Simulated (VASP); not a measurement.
# H20CO12 in VASP: further runs, part 2 of 2

VASP 6.6.1. The steps go on from the part before.

### Step 4. Single point, PBE+D3(BJ)

Input file INCAR:

```
SYSTEM = H20CO12
PREC     = Accurate       ! precision mode
ENCUT    = 520            ! plane-wave cutoff, eV
EDIFF    = 1E-6           ! SCF threshold, eV
ISMEAR   = -1             ! smearing method
SIGMA    = 0.05           ! smearing width, eV
LREAL    = Auto         
LASPH    = .TRUE.         ! aspherical terms in the spheres
NELM     = 80             ! most SCF steps
ALGO     = Normal         ! electronic algorithm
ISIF     = 2              ! what is computed and relaxed
LWAVE    = .FALSE.        ! write WAVECAR
LCHARG   = .FALSE.        ! write CHGCAR
GGA      = PE             ! functional
IVDW     = 12             ! dispersion correction
NBANDS   = 70             ! bands
```

Input file KPOINTS:

```
regular mesh
0
G
  1 1 1
  0 0 0
```

Input file POSCAR:

```
H20CO12
1.0
    7.1530900000      0.0000000000      0.0000000000
    0.0000000000      7.1530900000      0.0000000000
    0.0000000000      0.0000000000      7.1530900000
O H C
12 20 1
Direct
    0.5486579926      0.4084109105      0.3667086532
    0.1261273100      0.3374485712      0.3318146423
    0.4170225735     -0.0007129786      0.8499543554
    0.4876074536      0.7616428704      0.3745374377
    0.8010244524      0.2816265418      0.0759531895
    0.8455366841     -0.0560596889      0.3347504365
    0.6901213322      1.1977201461      0.7107138314
    0.0155317492      0.6703396714      0.1649357131
    0.1709610812      0.9202736160      0.5731229441
    0.5844746816      0.7431194071      0.0159231884
    0.3402166057      0.5505872287      0.7720439698
    0.0119808363      0.5844187617      0.7435527863
    0.6488244940      0.3800315668      0.2762023126
    0.5824615656      0.3437814986      0.4841264405
    0.2583359080      0.3453192956      0.3222383613
    0.1086942846      0.2068336901      0.3647654370
    0.3128997398     -0.0513763982      0.7877015388
    0.4808830869     -0.1117279386      0.9202176961
    0.5126036440      0.6250445612      0.3932286606
    0.6199278913      0.8191145365      0.3957730156
    0.9281443404      0.3089154477      0.0542702524
    0.7660046218      0.2419793404     -0.0548713912
    0.8145011457      0.0661951688      0.2723718002
    0.9143041678     -0.1339281346      0.2451667741
    0.7714987509      1.0996506405      0.6758477805
    0.5716690270      1.1178385844      0.7579102178
    0.0466791275      0.5679643343      0.2536805772
   -0.1102460615      0.6401569112      0.1208988004
    0.0707106999      0.9184422396      0.4870202947
    0.2782014486      0.8638784078      0.5133166226
    0.5196495501      0.7310127511      0.1427914370
    0.5565566769      0.6296020321     -0.0400386406
    0.1771961488      0.5758630186      0.7542614451
```

Potentials or basis: VASP PAW PBE potentials, release 64 (O, H, C).

Launch:

```
> cat potpaw_PBE.64/O/POTCAR potpaw_PBE.64/H/POTCAR potpaw_PBE.64/C/POTCAR > POTCAR
> mpirun -np 1 vasp_gam > vasp.out
```

OUTCAR:

```text
SYSTEM = H20CO12
   PREC = Accurate
   ENCUT = 520
   EDIFF = 1E-6
   ISMEAR = -1
   LREAL = Auto
   LASPH = .TRUE.
   NELM = 80
   ISIF = 2
   GGA = PE
   IVDW = 12
 IVDW          = 12

 ion  position               nearest neighbor table
   1  0.549  0.408  0.367-  13 0.99  14 0.99
   2  0.126  0.337  0.332-  15 0.95  16 0.97
   3  0.417  0.999  0.850-  17 0.94  18 1.04
   4  0.488  0.762  0.375-  19 1.00  20 1.04
   5  0.801  0.282  0.076-  21 0.94  22 1.01
[... 330 lines left out ...]
  -------------------------------------------------------------------------------------
  Total       0.09168     3.09248     0.69482     0.49363     3.69799     1.65738
  in kB       0.40133    13.53742     3.04161     2.16088    16.18810     7.25522
  external pressure =        5.66 kB  Pullay stress =        0.00 kB

 VOLUME and BASIS-vectors are now :
 -----------------------------------------------------------------------------
  energy-cutoff  :      520.00
  volume of cell :      366.00
      direct lattice vectors                 reciprocal lattice vectors
     7.153090000  0.000000000  0.000000000     0.139799723  0.000000000  0.000000000
     0.000000000  7.153090000  0.000000000     0.000000000  0.139799723  0.000000000
     0.000000000  0.000000000  7.153090000     0.000000000  0.000000000  0.139799723

 POSITION                                       TOTAL-FORCE (eV/Angst)
 -----------------------------------------------------------------------------------
      3.92460      2.92140      2.62310         0.086195     -0.540182      0.220629
      0.90220      2.41380      2.37350        -0.992547     -0.182897      0.034556
      2.98300      7.14799      6.07980         1.918882      0.448346      1.379346
      3.48790      5.44810      2.67910         1.699061      0.846957      0.382499
      5.72980      2.01450      0.54330        -1.427664     -0.617646     -0.408867
      6.04820      6.75209      2.39450        -0.650368      1.740527      0.443021
[... 25 lines left out ...]
      3.98110      4.50360      6.86669        -0.457628     -2.338019     -1.576756
      1.26750      4.11920      5.39530        -0.788755     -0.615965      0.236912
 -----------------------------------------------------------------------------------
    total drift:                               -0.008954      0.000307     -0.008306

  FREE ENERGIE OF THE ION-ELECTRON SYSTEM (eV)
  ---------------------------------------------------
  free  energy   TOTEN  =      -169.9071610784 eV

  energy  without entropy=     -169.9071610784  energy(sigma->0) =     -169.90716108
```

stdout:

```text
POSCAR found type information on POSCAR O H C
 POSCAR found :  3 types and      33 ions
 scaLAPACK will be used
 LDA part: xc-table for (Slater+PW92), standard interpolation
 POSCAR, INCAR and KPOINTS ok, starting setup
 FFT: planning ... GRIDC
 FFT: planning ... GRID_SOFT
 FFT: planning ... GRID
 WAVECAR not read
 entering main loop
```

Wall time 58 s (1 thread of AMD EPYC 7R43 (Zen 3), shared host); peak memory 0.33 GiB.

What came out:

```yaml
Free_energy: -169.9072 eV
Pressure: 0.6 GPa
Largest_force: 2.857 eV/Å
Band_gap_on_the_k_mesh: 4.52 eV
Dispersion_energy_per_atom: -0.034 eV
```

Forces in eV/Å, atoms in the order of the input:
```
O    0.086 -0.540  0.221
O   -0.993 -0.183  0.035
O    1.919  0.448  1.379
O    1.699  0.847  0.382
O   -1.428 -0.618 -0.409
O   -0.650  1.741  0.443
O   -2.039  0.276  0.949
O   -0.001 -0.292  0.158
O    0.879  0.420  1.399
O    0.520  1.277  2.219
O   -0.804  0.291 -0.299
O    1.248 -0.024 -0.018
H   -0.150 -0.161 -0.059
H    0.166 -0.029 -0.040
H    1.692  0.306 -0.118
H   -0.315 -0.119  0.210
H   -1.596 -0.295 -1.164
H   -0.305  0.859 -0.485
H   -0.136 -0.025  0.087
H   -1.734 -0.395 -0.432
H    1.863  0.545  0.352
H   -0.612  0.164  0.249
H    0.264 -1.033  0.109
H    0.321 -0.400 -0.285
H    1.185 -1.047 -0.684
H    0.550  0.627 -0.308
H   -0.157  0.225 -0.334
H    0.035 -0.160 -0.254
H   -1.529 -0.152 -1.054
H    0.754 -0.264 -0.740
H    0.515  0.663 -0.168
H   -0.458 -2.338 -1.577
C   -0.789 -0.616  0.237
```

Caveat: the k points lie up to 0.88 Å⁻¹ apart; the atoms stand as in a frame of molecular dynamics.

### Step 5. Single point, PBE+D3(BJ)

Input file INCAR:

```
  ALGO = Normal
  EDIFF = 1E-6
  ENCUT = 520
  GGA = PE
  ISIF = 2
  ISMEAR = -1
  IVDW = 12
  LASPH = True
  LCHARG = True
  LELF = True
  LREAL = Auto
  LVHAR = True
  LWAVE = False
  NBANDS = 70
  NELM = 80
  PREC = Accurate
  SIGMA = 0.05
```

Input file KPOINTS:

```
k-points
0
Gamma
  1 1 1
```

Input file POSCAR:

```
H20CO12
1.0
    7.1530900000      0.0000000000      0.0000000000
    0.0000000000      7.1530900000      0.0000000000
    0.0000000000      0.0000000000      7.1530900000
O H C
12 20 1
Direct
    0.5527820844      0.3953536164      0.3919704631
    0.1987253061      0.3585303694      0.2861560528
    0.3825479618      0.0765683082      0.8419717912
    0.4474290132      0.8014438515      0.3476259910
    0.8721265914      0.2160744517      0.1429452167
    0.7973896596     -0.0405139597      0.3939416392
    0.6911838101      1.2116721585      0.6795664531
   -0.0530819548      0.7163897001      0.1876671480
    0.1835150963      0.9673162228      0.5580804939
    0.6234089044      0.6565274588      0.0234863535
    0.3331287597      0.5490634118      0.7080296767
    0.0159791083      0.4956319577      0.7656551225
    0.6510333297      0.3570205324      0.3050569754
    0.5952392602      0.3498348266      0.5227950438
    0.3316608626      0.3875108520      0.2991015072
    0.1979284477      0.2299006443      0.3386228888
    0.2998843856      0.0314968776      0.7469638995
    0.3916349438     -0.0239057526      0.9348687071
    0.5017971254      0.6879684164      0.4097110480
    0.5639520822      0.8797596563      0.3536373791
    0.9675119424      0.3088735078      0.1345432533
    0.8466131420      0.2023041790      0.0013141174
    0.8296833956      0.0662790486      0.3124943206
    0.8726298704     -0.1393523638      0.3252859953
    0.7266370198      1.1006012786      0.6157478796
    0.5759329185      1.1661953086      0.7519267897
    0.0363898679      0.6152026607      0.2272444496
   -0.1515988195      0.6718634884      0.1023893171
    0.0515860978      0.9535739100      0.5239693615
    0.2637042173      0.8937536086      0.4792334502
    0.5371804353      0.6964123197      0.1294685234
    0.5371105354      0.5930024647     -0.0661392489
    0.1715761999      0.5336435023      0.7304815122
```

Launch:

```
> cat potpaw_PBE.64/O/POTCAR potpaw_PBE.64/H/POTCAR potpaw_PBE.64/C/POTCAR > POTCAR
> mpirun -np 1 vasp_gam > vasp.out
```

It took 68 s on 1 thread of AMD EPYC 7R43 (Zen 3), shared host; peak memory 0.33 GiB.

It converged, with:

```
Free energy                : -170.0404 eV
Pressure                   : -0.2 GPa
Largest force              : 3.271 eV/Å
Band gap on the k mesh     : 4.57 eV
Dispersion energy per atom : -0.034 eV
```

Forces on the atoms (eV/Å):
```
O    0.353  0.324  0.740
O   -0.670 -0.777  0.105
O    1.167  0.321  1.885
O    1.169 -0.793  0.291
O   -1.346 -0.377 -2.957
O    0.264  0.034  0.339
O   -1.235  0.866  1.748
O    1.715 -0.755  0.509
O   -0.990  0.894  0.787
O   -1.797 -0.154 -0.015
O    0.620  0.621 -0.240
O   -0.292  0.493 -0.231
H    0.048  0.018  0.055
H   -0.053 -0.108 -1.178
H    0.707  0.226  0.224
H   -0.294  0.694 -0.188
H   -1.171 -0.529 -1.322
H    0.080  0.392 -0.270
H   -0.767  0.115 -0.365
H   -0.173  0.337  0.032
H    1.348  0.806  0.648
H   -0.127 -0.185  2.023
H   -0.231  0.323 -0.117
H   -0.394 -0.467  0.028
H    0.658 -1.173 -1.036
H    0.541  0.252 -0.314
H   -1.066  0.670 -0.537
H   -0.152 -0.376 -0.033
H    0.035 -0.044 -0.086
H    0.709 -0.740 -0.981
H    0.726 -0.221 -0.682
H    0.923  0.427  0.538
C   -0.301 -1.114  0.599
```

Stress tensor (GPa, compression positive):
```
 0.36  1.07 -0.29
 1.07  0.28  1.45
-0.29  1.45 -1.33
```

Levels at points of the mesh, in eV from the valence-band top:
| k point | band 46 | band 47 | band 48 | band 49 | band 50 | band 51 |
| --- | --- | --- | --- | --- | --- | --- |
| (0.00, 0.00, 0.00) | -0.30 | -0.18 | 0.00 | 4.57 | 5.98 | 6.30 |

Caveat: the k points lie up to 0.88 Å⁻¹ apart; the atoms stand as in a frame of molecular dynamics.

### Step 6. Single point, PBE+D3(BJ)

Input file INCAR:

```
PREC = Accurate
ENCUT = 520
EDIFF = 1E-6
ISMEAR = -1
SIGMA = 0.05
LREAL = Auto
LASPH = True
NELM = 80
ALGO = Normal
ISIF = 2
LWAVE = False
LCHARG = True
GGA = PE
IVDW = 12
LELF = True
LVHAR = True
NBANDS = 70
```

Input file KPOINTS:

```
Automatic mesh
0
Gamma
  1 1 1
```

Input file POSCAR:

```
H20CO12
1.0
    7.1530900000      0.0000000000      0.0000000000
    0.0000000000      7.1530900000      0.0000000000
    0.0000000000      0.0000000000      7.1530900000
O H C
12 20 1
Direct
    0.6184599942      0.4297443482      0.3826038817
    0.2228407583      0.3414468433      0.3007651239
    0.3308360443      0.1668509693      0.9007296148
    0.4157503960      0.7990952162      0.3145353966
    0.8360163230      0.2222535995      0.1083447853
    0.7960336023     -0.0448058112      0.3867000136
    0.6716258288      1.2142584533      0.7417493699
   -0.0288406828      0.6655305609      0.2329063384
    0.1916234802      1.0470160448      0.5226272842
    0.6569328780      0.6066608976     -0.0108204986
    0.3115436825      0.5669997162      0.6905127714
    0.0323636359      0.4074742524      0.7568058000
    0.6956294413      0.3772215923      0.2912727227
    0.6398912917      0.3663451739      0.5050404790
    0.3611865641      0.3623888417      0.3085939084
    0.2058131521      0.2629492988      0.4087604098
    0.2581401884      0.0827194960      0.8249302050
    0.3013383027      0.1418547788      1.0321972742
    0.4451083378      0.6756800208      0.3565591933
    0.5410948276      0.8640182075      0.3428588205
    0.9711467352      0.2205340629      0.1055487908
    0.7996823750      0.2408469626     -0.0232207340
    0.7978370187      0.0366135474      0.2809275432
    0.8727696702     -0.1550099328      0.3321361817
    0.7070510786      1.1165524270      0.6558704001
    0.5470363158      1.1788891234      0.7913503115
    0.0101913998      0.5487278924      0.3010027834
   -0.1379124267      0.6437777240      0.1526053775
    0.0593729423      1.0323370739      0.5049565992
    0.2501436442      0.9711047953      0.4311703054
    0.5550887798      0.6607074705      0.0595127420
    0.6106312097      0.5885009136     -0.1438958548
    0.1695351240      0.4932134225      0.7241625647
```

Potentials or basis: VASP PAW PBE potentials, release 64 (O, H, C).

Launch:

```
> cat potpaw_PBE.64/O/POTCAR potpaw_PBE.64/H/POTCAR potpaw_PBE.64/C/POTCAR > POTCAR
> mpirun -np 1 vasp_gam > vasp.out
```

OUTCAR:

```text
PREC = Accurate
   ENCUT = 520
   EDIFF = 1E-6
   ISMEAR = -1
   LREAL = Auto
   LASPH = True
   NELM = 80
   ISIF = 2
   GGA = PE
   IVDW = 12
 IVDW          = 12

 ion  position               nearest neighbor table
   1  0.618  0.430  0.383-  13 0.93  14 1.00
   2  0.223  0.341  0.301-  16 0.96  15 1.00
   3  0.331  0.167  0.901-  17 0.96  18 0.98
[... 332 lines left out ...]
  -------------------------------------------------------------------------------------
  Total      -0.42994     2.48042    -1.64182    -0.00041    -0.91876    -2.87116
  in kB      -1.88207    10.85811    -7.18714    -0.00181    -4.02191   -12.56858
  external pressure =        0.60 kB  Pullay stress =        0.00 kB

 VOLUME and BASIS-vectors are now :
 -----------------------------------------------------------------------------
  energy-cutoff  :      520.00
  volume of cell :      366.00
      direct lattice vectors                 reciprocal lattice vectors
     7.153090000  0.000000000  0.000000000     0.139799723  0.000000000  0.000000000
     0.000000000  7.153090000  0.000000000     0.000000000  0.139799723  0.000000000
     0.000000000  0.000000000  7.153090000     0.000000000  0.000000000  0.139799723

 POSITION                                       TOTAL-FORCE (eV/Angst)
 -----------------------------------------------------------------------------------
      4.42390      3.07400      2.73680        -1.900433      0.839511      2.347062
      1.59400      2.44240      2.15140         0.949970      0.885646     -0.932327
      2.36650      1.19350      6.44300         0.320774      0.238111      0.605186
      2.97390      5.71600      2.24990         1.555547      1.862675     -0.221496
      5.98010      1.58980      0.77500        -0.101990     -0.087428      0.063185
      5.69410      6.83259      2.76610         0.500381     -1.521312      0.662408
[... 25 lines left out ...]
      4.36790      4.20960      6.12379         0.550837      0.254644      1.825769
      1.21270      3.52800      5.18000        -0.596628     -1.095221      0.342767
 -----------------------------------------------------------------------------------
    total drift:                                0.003970      0.006573     -0.004523

  FREE ENERGIE OF THE ION-ELECTRON SYSTEM (eV)
  ---------------------------------------------------
  free  energy   TOTEN  =      -170.0263605045 eV

  energy  without entropy=     -170.0263605044  energy(sigma->0) =     -170.02636050
```

OSZICAR:

```text
N       E                     dE             d eps       ncg     rms          rms(c)
DAV:   1     0.822773364324E+03    0.82277E+03   -0.52525E+04   148   0.126E+03
DAV:   2    -0.966520330124E+02   -0.91943E+03   -0.88088E+03   170   0.314E+02
DAV:   3    -0.184290116841E+03   -0.87638E+02   -0.87068E+02   176   0.105E+02
DAV:   4    -0.185723227784E+03   -0.14331E+01   -0.14294E+01   168   0.149E+01
DAV:   5    -0.185746501757E+03   -0.23274E-01   -0.23237E-01   176   0.181E+00    0.256E+01
DAV:   6    -0.169405447684E+03    0.16341E+02   -0.53734E+01   160   0.276E+01    0.995E+00
DAV:   7    -0.169095264707E+03    0.31018E+00   -0.23671E+00   184   0.534E+00    0.622E+00
DAV:   8    -0.168881689376E+03    0.21358E+00   -0.56308E-01   168   0.334E+00    0.882E-01
DAV:   9    -0.168870186781E+03    0.11503E-01   -0.57818E-02   176   0.110E+00    0.365E-01
DAV:  10    -0.168874890011E+03   -0.47032E-02   -0.22526E-02   152   0.697E-01    0.207E-01
DAV:  11    -0.168874970519E+03   -0.80508E-04   -0.33046E-03   168   0.280E-01    0.774E-02
DAV:  12    -0.168874942353E+03    0.28166E-04   -0.77782E-04   152   0.144E-01    0.354E-02
DAV:  13    -0.168874869241E+03    0.73112E-04   -0.12213E-04   168   0.765E-02    0.162E-02
DAV:  14    -0.168874849263E+03    0.19978E-04   -0.51400E-05   152   0.362E-02    0.125E-02
DAV:  15    -0.168874844077E+03    0.51861E-05   -0.16320E-05   160   0.264E-02    0.569E-03
DAV:  16    -0.168874843402E+03    0.67546E-06   -0.44438E-06   152   0.124E-02
   1 F= -.17002636E+03 E0= -.17002636E+03  d E =-.132971E-10
```

It took 67 s on 1 thread of AMD EPYC 7R43 (Zen 3), shared host; peak memory 0.31 GiB.

Results:

```
Free energy                : -170.0264 eV
Pressure                   : 0.1 GPa
Largest force              : 3.135 eV/Å
Band gap on the k mesh     : 4.71 eV
Dispersion energy per atom : -0.035 eV
```

Forces on the atoms (eV/Å):
```
O   -1.900  0.840  2.347
O    0.950  0.886 -0.932
O    0.321  0.238  0.605
O    1.556  1.863 -0.221
O   -0.102 -0.087  0.063
O    0.500 -1.521  0.662
O   -0.162  0.505  0.033
O    0.397 -0.212  0.684
O   -0.169  1.303  1.777
O   -0.068 -0.357 -1.744
O    0.414  0.607 -0.058
O    0.214  0.682 -0.239
H    1.580 -1.176 -1.704
H    0.016  0.226 -0.603
H   -0.575  0.252 -0.175
H   -0.307 -1.092  0.804
H   -0.407 -0.450 -0.502
H    0.126  0.111 -0.234
H   -0.001 -1.200  0.475
H   -1.143 -0.528 -0.297
H    0.445  0.266  0.143
H   -0.286 -0.091 -0.122
H   -0.170  1.357 -1.176
H   -0.462  0.201  0.790
H    0.255 -0.600 -0.333
H   -0.060  0.083  0.156
H   -0.336  0.934 -1.016
H    0.098 -0.679 -0.191
H   -1.054 -0.315 -0.173
H    0.975 -1.514 -1.116
H   -0.600  0.311  0.127
H    0.551  0.255  1.826
C   -0.597 -1.095  0.343
```

Caveat: the k points lie up to 0.88 Å⁻¹ apart; the atoms stand as in a frame of molecular dynamics.

### Step 7. Summary

| cell | gap on the mesh (eV) | pressure (GPa) | largest force (eV/Å) |
| --- | --- | --- | --- |
| as given, atomic positions A | 4.46 | 0.6 | 2.79 |
| as given, atomic positions B | 4.75 | -0.3 | 0.70 |
| as given, atomic positions C | 4.52 | 0.6 | 2.86 |
| as given, atomic positions D | 4.57 | -0.2 | 3.27 |
| as given, atomic positions E | 4.71 | 0.1 | 3.13 |

Alike in all rows: task single point; level PBE+D3(BJ); potentials or basis VASP PAW PBE potentials, release 64 (O, H, C); no spin polarisation; k mesh 1 × 1 × 1; cutoff (eV) 520; smearing fermi-dirac 0.05 eV.

Caveats: all runs use coarse meshes; the atoms stand as in a frame of molecular dynamics (at least some runs).

Total energies depend on the potentials used, so only differences within one code and one set of settings carry meaning.
